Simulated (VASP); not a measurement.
# TaN: electric field gradients with LDA

The system is TaN.

```
Ta N
1.0
     3.08050    0.00000    0.00000
    -1.54025    2.66779    0.00000
     0.00000    0.00000    4.94000
Ta N
2 2
Direct
  0.33333 0.66667 0.00000
  0.66667 0.33333 0.50000
  0.33333 0.66667 0.38500
  0.66667 0.33333 0.88500
```

This cell differs from its parent crystal: equal xx and yy strain of +1 %.

| Quantity | Value |
| --- | --- |
| Program | VASP 6.6.1 |
| Task | electric field gradients |
| Functional | LDA |
| Potentials or basis | VASP PAW LDA potentials, release 64 (Ta_pv, N) |
| Cutoff | 520 eV |
| k mesh | 9 × 9 × 5 |
| Occupations | fermi-dirac, width 0.03 eV |
| Spin | no spin polarisation |
| Dipole correction | no |
| Further INCAR settings | ALGO = Normal; EDIFF = 1e-08; NBANDS = 24 |

The pressure is 108.1 GPa, the largest force is 1.687 eV/Å and the band gap on the k mesh is zero (bands 16 and 17 overlap by 2.10 eV). The largest electric field gradient by atom is Ta +109.3; N +10.3 V/Å².

Forces on the atoms (eV/Å):
```
Ta   0.000  0.000  1.687
Ta   0.000  0.000  1.687
N    0.000  0.000 -1.687
N    0.000  0.000 -1.687
```

Stress tensor (GPa, compression positive):
```
114.28   0.00   0.00
  0.00 114.28   0.00
  0.00   0.00  95.83
```

Levels at points of the mesh, in eV from the Fermi level:
```
           k point  band 12  band 13  band 14  band 15  band 16  band 17  band 18  band 19  band 20  band 21
(0.00, 0.00, 0.00)    -7.70    -7.70    -7.34    -0.91    -0.91    -0.21     2.06     2.56     2.56     4.52
```

Electric field gradients, principal values (V/Å²):
```
atom    least   middle  greatest (by size)
1 Ta  -54.655  -54.657             109.312
2 Ta  -54.655  -54.657             109.312
 3 N   -5.150   -5.152              10.302
 4 N   -5.150   -5.152              10.302
```

Run time: 12 s on 1 thread of Intel(R) Xeon(R) 6975P-C (Granite Rapids), on a shared host, peak memory 0.15 GiB.

Caveat: the cell differs from its parent crystal (equal xx and yy strain of +1 %); the cell stands under pressure; without QUAD_EFG the Cq values of the log hold for a quadrupole moment of 1 mb, not for the nuclei; spin-orbit coupling is left out, which moves the levels of the heavy elements; forces of over 1 eV/Å act on the atoms, so gaps and moduli don't describe the material at rest.
